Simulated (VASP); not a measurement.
# BiTe (R-3m) in VASP: a series of runs, part 2 of 2

VASP 6.6.1.

## 3. Single point, PBE (strain +0.000 along x and y, -0.050 along z)

Contents of INCAR:

```
PREC = Accurate
ENCUT = 520
EDIFF = 1E-7
ISMEAR = 0
SIGMA = 0.15
LREAL = F
LASPH = T
NELM = 80
ALGO = Normal
ISIF = 2
LWAVE = F
LCHARG = F
GGA = PE
NBANDS = 18
```

Contents of KPOINTS:

```
Automatic mesh
0
Gamma
  12 12 12
```

Contents of POSCAR:

```
BiTe
1.0
    2.4227077728      1.3987509848      3.1514273568
   -2.4227077728      1.3987509848      3.1514273568
    0.0000000000     -2.7975019696      3.1514273568
Bi Te
1 1
Direct
    0.5000000000      0.5000000000      0.5000000000
    0.0000000000      0.0000000000      0.0000000000
```

Potentials or basis: VASP PAW PBE potentials, release 64 (Bi_d, Te).

On the command line:

```console
cat potpaw_PBE.64/Bi_d/POTCAR potpaw_PBE.64/Te/POTCAR > POTCAR
mpirun -np 1 vasp_std > vasp.out
```

OUTCAR:

```text
PREC = Accurate
   ENCUT = 520
   EDIFF = 1E-7
   ISMEAR = 0
   LREAL = F
   LASPH = T
   NELM = 80
   ISIF = 2
   GGA = PE

 ion  position               nearest neighbor table
   1  0.500  0.500  0.500-   2 3.21   2 3.21   2 3.21   2 3.21   2 3.21   2 3.21
   2  0.000  0.000  0.000-   1 3.21   1 3.21   1 3.21   1 3.21   1 3.21   1 3.21

  LATTYP: Found a trigonal (rhomboedric) cell.
 ALAT       =     4.2139662617
 COS(alpha) =     0.3389261889

  Lattice vectors:

[... 190 lines left out ...]
      4     -15.9698      2.00000
      5     -15.9493      2.00000
      6      -6.5101      2.00000
[... 481 lines left out ...]
      5     -15.9457      2.00000
      6      -4.4965      2.00000
[... 10 lines left out ...]
     17      16.2347      0.00000
     18      17.5678      0.00000

 [... further k-points ...]
[... 5 lines left out ...]
  --------------------------------------------------------------------------------------
  -------------------------------------------------------------------------------------
  Total        0.7788024      0.7788024      0.9108089     -0.0000000      0.0000000      0.0000000
  in kB       19.4732259     19.4732259     22.7739247     -0.0000000      0.0000000      0.0000000
  external PRESSURE =      20.5734588 kB  Pullay stress =       0.0000000 kB

 VOLUME and BASIS-vectors are now :
 -----------------------------------------------------------------------------
  energy-cutoff  :      520.00
  volume of cell :       64.08
      direct lattice vectors                 reciprocal lattice vectors
     2.422707773  1.398750985  3.151427357     0.206380648  0.119153923  0.105772177
    -2.422707773  1.398750985  3.151427357    -0.206380648  0.119153923  0.105772177
     0.000000000 -2.797501970  3.151427357     0.000000000 -0.238307845  0.105772177

 POSITION                                       TOTAL-FORCE (eV/Angst)
 -----------------------------------------------------------------------------------
      0.00000      0.00000      4.72714        -0.000000     -0.000000      0.000000
      0.00000      0.00000      0.00000         0.000000      0.000000     -0.000000
 -----------------------------------------------------------------------------------
    total drift:                               -0.000000      0.000000     -0.000000

  FREE ENERGIE OF THE ION-ELECTRON SYSTEM (eV)
  ---------------------------------------------------
  free  energy   TOTEN  =        -7.1654153005 eV

  energy  without entropy=       -7.1528435709  energy(sigma->0) =       -7.15912944
```

stdout:

```text
POSCAR found type information on POSCAR BiTe
 POSCAR found :  2 types and       2 ions
 scaLAPACK will be used
 LDA part: xc-table for (Slater+PW92), standard interpolation
 POSCAR, INCAR and KPOINTS ok, starting setup
 FFT: planning ... GRIDC
 FFT: planning ... GRID_SOFT
 FFT: planning ... GRID
 WAVECAR not read
 entering main loop
```

Wall time 51 s (1 thread of Intel Xeon 6975P-C (Granite Rapids), shared host); peak memory 0.34 GiB.

Results:

```
Free energy            : -7.1654 eV
Pressure               : 2.1 GPa
Band gap on the k mesh : zero (an odd number of electrons rules out a gap without spin polarisation)
```

Levels at points of the mesh, in eV from the Fermi level:
```tsv
k point	band 7	band 8	band 9	band 10	band 11	band 12	band 13	band 14
(0.00, 0.00, 0.00)	-8.16	-3.09	-3.09	-1.46	2.00	2.83	2.83	3.85
(0.50, 0.00, 0.00)	-11.52	-1.86	-1.86	-1.02	-0.78	-0.59	0.66	6.56
(0.50, 0.50, 0.00)	-9.96	-5.87	-4.82	-3.18	2.42	3.05	3.74	4.72
(0.50, 0.50, 0.50)	-10.93	-2.56	-2.56	-2.45	-1.81	-1.51	-1.51	8.47
```

Caveat: the cell differs from its parent crystal (strain +0.000 along x and y, -0.050 along z); spin-orbit coupling is left out, which moves the levels of the heavy elements.

## 4. Single point, PBE (strain -0.025 along x and y, +0.000 along z)

Contents of INCAR:

```
  ALGO = Normal
  EDIFF = 1E-7
  ENCUT = 520
  GGA = PE
  ISIF = 2
  ISMEAR = 0
  LASPH = True
  LCHARG = False
  LREAL = False
  LWAVE = False
  NBANDS = 18
  NELM = 80
  PREC = Accurate
  SIGMA = 0.15
```

Contents of KPOINTS:

```
k-points
0
Gamma
  12 12 12
```

Contents of POSCAR:

```
BiTe
1.0
    2.3621400785      1.3637822102      3.3172919545
   -2.3621400785      1.3637822102      3.3172919545
    0.0000000000     -2.7275644204      3.3172919545
Bi Te
1 1
Direct
    0.5000000000      0.5000000000      0.5000000000
    0.0000000000      0.0000000000      0.0000000000
```

On the command line:

```console
cat potpaw_PBE.64/Bi_d/POTCAR potpaw_PBE.64/Te/POTCAR > POTCAR
mpirun -np 1 vasp_std > vasp.out
```

It took 49 s on 1 thread of Intel Xeon 6975P-C (Granite Rapids), shared host; peak memory 0.34 GiB.

Results (log left out):

```
Free energy            : -7.1556 eV
Pressure               : 2.9 GPa
Band gap on the k mesh : zero (an odd number of electrons rules out a gap without spin polarisation)
```

Stress tensor (GPa, compression positive):
```
3.34 0.00 0.00
0.00 3.34 0.00
0.00 0.00 2.16
```

Levels at points of the mesh, in eV from the Fermi level:
| k point | band 7 | band 8 | band 9 | band 10 | band 11 | band 12 | band 13 | band 14 |
| --- | --- | --- | --- | --- | --- | --- | --- | --- |
| (0.00, 0.00, 0.00) | -8.08 | -3.07 | -3.07 | -1.84 | 1.99 | 2.54 | 2.54 | 4.02 |
| (0.50, 0.00, 0.00) | -11.56 | -2.01 | -1.91 | -1.13 | -0.99 | -0.73 | 0.17 | 6.83 |
| (0.50, 0.50, 0.00) | -10.00 | -6.00 | -4.72 | -3.66 | 2.16 | 3.36 | 3.83 | 5.01 |
| (0.50, 0.50, 0.50) | -11.16 | -2.46 | -2.46 | -2.23 | -1.57 | -1.32 | -1.32 | 8.02 |

Caveat: the cell differs from its parent crystal (strain -0.025 along x and y, +0.000 along z); spin-orbit coupling is left out, which moves the levels of the heavy elements.

## 5. Summary

| cell | gap on the mesh (eV) | pressure (GPa) |
| --- | --- | --- |
| a = 4.381 Å, angles 63.4°, 2 atoms | none | 3.8 |
| a = 4.214 Å, angles 70.2°, 2 atoms | none | 2.1 |
| a = 4.295 Å, angles 66.7°, 2 atoms | none | 2.9 |

Alike in all rows: task single point; level PBE; potentials or basis VASP PAW PBE potentials, release 64 (Bi_d, Te); no spin polarisation; k mesh 12 × 12 × 12; cutoff (eV) 520; smearing gaussian 0.15 eV.

Caveats: spin-orbit coupling is left out, which moves the levels of the heavy elements; the cell stands under pressure (at least some runs).

Total energies depend on the potentials used, so only differences within one code and one set of settings carry meaning.
